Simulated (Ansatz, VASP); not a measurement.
## Ge: VASP beside Ansatz

Contents of INCAR:

```
SYSTEM = Ge
PREC = Accurate
ENCUT = 520
EDIFF = 1E-6
ISMEAR = 0
SIGMA = 0.1
LREAL = .False.
LASPH = .True.
NELM = 100
ALGO = Normal
ISIF = 2
LWAVE = .False.
LCHARG = .False.
NBANDS = 21
```

KPOINTS

```
Automatic mesh
0
Gamma
  14 14 14
  0 0 0
```

POSCAR

```
Ge
1.0
    0.0000000000      2.7237268219      2.7237268219
    2.7237268219      0.0000000000      2.7237268219
    2.7237268219      2.7237268219      0.0000000000
Ge
2
Direct
    0.5000000000      0.5000000000      0.5000000000
    0.7500000000      0.7500000000      0.7500000000
```

Input for Ansatz:

```yaml
crystal:
  lattice:
    - [0.0, 2.7237268219, 2.7237268219]
    - [2.7237268219, 0.0, 2.7237268219]
    - [2.7237268219, 2.7237268219, 0.0]
  atoms:
    - { symbol: Ge, position: [0.5, 0.5, 0.5] }
    - { symbol: Ge, position: [0.75, 0.75, 0.75] }
basis:
  ecutwfc: 420
kpoints:
  mp_grid: { grid: [14, 14, 14] }
hamiltonian:
  xc: lda
  pseudopotentials: { kind: paw, azcp: { folder: soft_1 } }
scf:
  occupations: { method: gaussian, width: 0.1 }
output:
  forces: true
  stress: true
  eigenvalues: true
```

Alike in both runs: task single point; functional LDA; k mesh 14 × 14 × 14; occupations gaussian, width 0.1 eV; no spin polarisation.

|  | VASP | Ansatz |
| --- | --- | --- |
| version | VASP 6.6.1 | Ansatz 0.2.0 |
| potentials or method | VASP PAW LDA potentials, release 64 (Ge_d), cutoff 520 eV | scalar-relativistic, plane waves, PAW |
| valence electrons in the cell | 28 | 28 |

```tsv
	VASP	Ansatz	Ansatz less VASP
gap on the k mesh at the Fermi level (eV)	0.32	0.32	-0.001
least direct gap on the mesh (eV)	0.93	0.89	-0.045
pressure (GPa)	8.9	8.5	-0.37
```

Ansatz warns that its potentials were made for another functional, while VASP's fit it. LDA's correlation is that of Perdew and Zunger in VASP and of Perdew and Wang (1992) in Ansatz.
